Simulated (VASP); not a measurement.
Write the native input for VASP 6.6.1 that does the following.

* Task: relaxation of cell and atoms
* Functional: PBE
* Potentials or basis: VASP PAW PBE potentials, release 64 (Bi_d)
* Cutoff: 500 eV
* k mesh: 6 × 6 × 6
* Occupations: gaussian, width 0.1 eV
* Spin: no spin polarisation
* Dipole correction: no
* Further INCAR settings: ALGO = Normal; EDIFF = 1e-07; IBRION = 2; EDIFFG = -0.04; NSW = 90; ISIF = 3

The structure of Bi lies in POSCAR:

```
Bi
1.0
   -1.6502328000      2.1997605600      2.2878129800
    1.6502328000     -2.1997605600      2.2878129800
    1.6502328000      2.1997605600     -2.2878129800
Bi
1
Direct
    0.5000000000      0.0000000000      0.5000000000
```

The cell was built from a structure type or drawn by symmetry, and may not be a known phase.

One way to write it, as run:

INCAR

```
SYSTEM = Bi
  PREC = Accurate
  ENCUT = 500
  EDIFF = 1E-7
  ISMEAR = 0
  SIGMA = 0.1
  LREAL = .False.
  LASPH = .True.
  NELM = 120
  ALGO = Normal
  ISIF = 3
  LWAVE = .False.
  LCHARG = .False.
  GGA = PE
  IBRION = 2
  NSW = 90
  EDIFFG = -0.04
  GGA_COMPAT = .False.
  NELMIN = 4
```

KPOINTS

```
regular mesh
0
Gamma
  6 6 6
  0 0 0
```

Potentials or basis: VASP PAW PBE potentials, release 64 (Bi_d).

Command:

```console
$ cat potpaw_PBE.64/Bi_d/POTCAR > POTCAR
$ mpirun -np 1 vasp_std > vasp.out
```

Results of the run:

```json
{"Relaxed volume": "31.44 Å³/atom", "Relaxed cell": "a = 3.468 Å, b = 3.468 Å, c = 3.468 Å, α = 118.94°, β = 105.74°, γ = 104.17°", "Space group after relaxing (to 0.1 Å)": "I4/mmm (No. 139)", "Energy gained by relaxing": "67.7 meV/atom", "Ionic steps": "9", "Pressure after relaxing": "0.0 GPa", "Band gap on the k mesh": "zero (an odd number of electrons rules out a gap without spin polarisation)"}
```

Caveat: the k points lie up to 0.39 Å⁻¹ apart in the final cell, too coarse for converged energies and pressures of a metal; spin-orbit coupling is left out, which moves the levels of the heavy elements.

Wall time 3.4 min on 1 thread of Intel Xeon 8259CL (shared host), peak memory 0.17 GiB.
